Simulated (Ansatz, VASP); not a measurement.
# Mg in VASP and in Ansatz

File POSCAR:

```
Mg
1.0
    3.2137652216      0.0000000000      0.0000000000
   -1.6068826108      2.7832023237      0.0000000000
    0.0000000000      0.0000000000      5.2088600914
Mg
2
Direct
    0.3333333333      0.6666666667      0.2500000000
    0.6666666667      0.3333333333      0.7500000000
```

The input INCAR.step1:

```
PREC = Accurate
ENCUT = 520
ISMEAR = -1
SIGMA = 0.08
LREAL = False
LASPH = True
NELM = 100
NBANDS = 9
GGA = PE
ALGO = Normal
EDIFF = 1E-4
LWAVE = True
LCHARG = False
```

Contents of INCAR.step2:

```
PREC = Accurate
ENCUT = 520
EDIFF = 1E-8
ISMEAR = -1
SIGMA = 0.08
LREAL = False
LASPH = True
NELM = 100
ALGO = Normal
ISIF = 2
LWAVE = False
LCHARG = False
METAGGA = R2SCAN
LMIXTAU = True
LEFG = True
NBANDS = 9
ISTART = 1
```

KPOINTS

```
Automatic mesh
0
Gamma
  15 15 8
```

Input for Ansatz:

```yaml
crystal:
  lattice:
    - [3.2137652216, 0.0, 0.0]
    - [-1.6068826108, 2.7832023237, 0.0]
    - [0.0, 0.0, 5.2088600914]
  atoms:
    - { symbol: Mg, position: [0.3333333333, 0.6666666667, 0.25] }
    - { symbol: Mg, position: [0.6666666667, 0.3333333333, 0.75] }
kpoints:
  mp_grid: { grid: [15, 15, 8] }
scf:
  occupations: { method: fermi_dirac, width: 0.08 }
hamiltonian:
  xc: r2scan
  pseudopotentials: { kind: paw }
output:
  forces: true
  stress: true
  eigenvalues: true
  efg: { contact_densities: true }
```

Change from the starting cell: volume scaled by 1.04, PAW files.

Alike in both runs: task electric field gradients; functional r2SCAN; k mesh 15 × 15 × 8; occupations fermi-dirac, width 0.08 eV; no spin polarisation.

|  | VASP | Ansatz |
| --- | --- | --- |
| version | VASP 6.6.1 | Ansatz 0.2.0 |
| potentials or method | VASP PAW PBE potentials, release 64 (Mg) | PAW with Ansatz's default frozen-core files, scalar-relativistic |
| plane-wave cutoff (eV) | 520 | 500 |
| valence electrons in the cell | 4 | 20 |

VASP gave:

```
pressure (GPa)                                                : -1.4
traceless stress, the component that is largest in VASP (GPa) : -0.46
size of Vzz on the site where it differs most (V/Å²)          : 0.8
```

What did Ansatz give for the same quantities?

Pressure (GPa): -1.2; traceless stress, the component that is largest in VASP (GPa): -0.45; size of Vzz on the site where it differs most (V/Å²): 0.8.

VASP's potentials were made for PBE, not for r2SCAN. VASP's potentials hold 4 valence electrons a cell and Ansatz's 20, so a difference there can come from the potentials and not from the codes.
